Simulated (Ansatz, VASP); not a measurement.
## B2O: VASP beside Ansatz

```
B O
1.0
     2.54558    0.00000    0.00000
    -1.27279    2.20454    0.00000
     0.00000    0.00000    9.67767
B O
4 2
Direct
  0.00000 0.00000 0.40990
  0.00000 0.00000 0.59010
  0.66667 0.33333 0.02935
  0.33333 0.66667 0.97065
  0.66667 0.33333 0.35258
  0.33333 0.66667 0.64742
```

Alike in both runs: task single point; functional PBE; dispersion D3(BJ); k mesh 18 × 18 × 4; occupations gaussian, width 0.15 eV; no spin polarisation.

|  | VASP | Ansatz |
| --- | --- | --- |
| version | VASP 6.6.1 | Ansatz 0.2.0 |
| potentials or method | VASP PAW PBE potentials, release 64 (B, O), cutoff 520 eV | scalar-relativistic, plane waves, PAW |
| valence electrons in the cell | 24 | 24 |

```tsv
	VASP	Ansatz	Ansatz less VASP
gap on the k mesh at the Fermi level (eV)	none	none	-
pressure (GPa)	0.2	0.0	-0.26
traceless stress, the component that is largest in VASP (GPa)	-0.43	0.01	+0.443
rms of the force components (eV/Å)	0.006	0.002	-0.0039
```

Atom by atom the forces differ by 0.007 eV/Å (rms over components). A gap of «none» marks a metal or a gap that the smearing closes.
